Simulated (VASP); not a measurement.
Write the native input for VASP 6.6.1 that does the following.

- Task: single point
- Functional: r2SCAN
- Potentials or basis: VASP PAW PBE potentials, release 64 (Li_sv, B)
- Cutoff: 520 eV
- k mesh: 8 × 8 × 1
- Occupations: gaussian, width 0.1 eV
- Spin: no spin polarisation
- Dipole correction: yes
- Further INCAR settings: ALGO = Normal; EDIFF = 1e-06; NBANDS = 18

Li5B, a slab with vacuum:

```xyz
6
Lattice="3.4771 0.0000 0.0000 0.0000 3.4771 0.0000 0.0000 0.0000 25.9542" Properties=species:S:1:pos:R:3 pbc="T T T"
Li    1.7385    1.7385    8.5000
Li    0.0000    0.0000   10.2385
Li    1.7385    1.7385   11.8828
Li    0.0000    0.0000   13.6461
Li    1.7385    1.7385   15.8466
B     0.0000    0.0000   15.8628
```

The input as run:

POSCAR

```
Li5B
1.0
    3.4770929272      0.0000000000      0.0000000000
    0.0000000000      3.4770929272      0.0000000000
    0.0000000000      0.0000000000     25.9541858545
Li B
5 1
Direct
    0.5000000000      0.5000000000      0.3275001592
    0.0000000000      0.0000000000      0.3944853644
    0.5000000000      0.5000000000      0.4578357276
    0.0000000000      0.0000000000      0.5257767205
    0.5000000000      0.5000000000      0.6105589692
    0.0000000000      0.0000000000      0.6111850710
```

INCAR.step1

```
PREC = Accurate
ENCUT = 520
ISMEAR = 0
SIGMA = 0.1
LREAL = F
LASPH = T
NELM = 100
LDIPOL = T
IDIPOL = 3
DIPOL = 0.5 0.5 0.488
NBANDS = 18
GGA = PE
ALGO = Normal
EDIFF = 1E-4
LWAVE = T
LCHARG = F
```

INCAR.step2

```
PREC = Accurate
ENCUT = 520
EDIFF = 1E-6
ISMEAR = 0
SIGMA = 0.1
LREAL = F
LASPH = T
NELM = 100
ALGO = Normal
ISIF = 2
LWAVE = F
LCHARG = F
LDIPOL = T
IDIPOL = 3
DIPOL = 0.5 0.5 0.488
METAGGA = R2SCAN
LMIXTAU = T
NBANDS = 18
ISTART = 1
```

KPOINTS

```
regular mesh
0
Gamma
  8 8 1
```

Potentials or basis: VASP PAW PBE potentials, release 64 (Li_sv, B).

Command:

```console
$ cat potpaw_PBE.64/Li_sv/POTCAR potpaw_PBE.64/B/POTCAR > POTCAR
$ cp INCAR.step1 INCAR
$ mpirun -np 1 vasp_std > vasp.out
$ cp INCAR.step2 INCAR
$ mpirun -np 1 vasp_std > vasp.out
```

Results of the run:

* Largest force: 0.060 eV/Å
* Band gap on the k mesh: zero (band 9 reaches -1.27 eV, above the bottom of band 10 at -2.10 eV)

Caveat: the PAW data sets were made with another functional, which shifts forces and pressure a little.

It took 20 min on 1 thread of AMD EPYC 7R43 64-Core Processor (Zen 3) (shared host), peak memory 0.39 GiB.
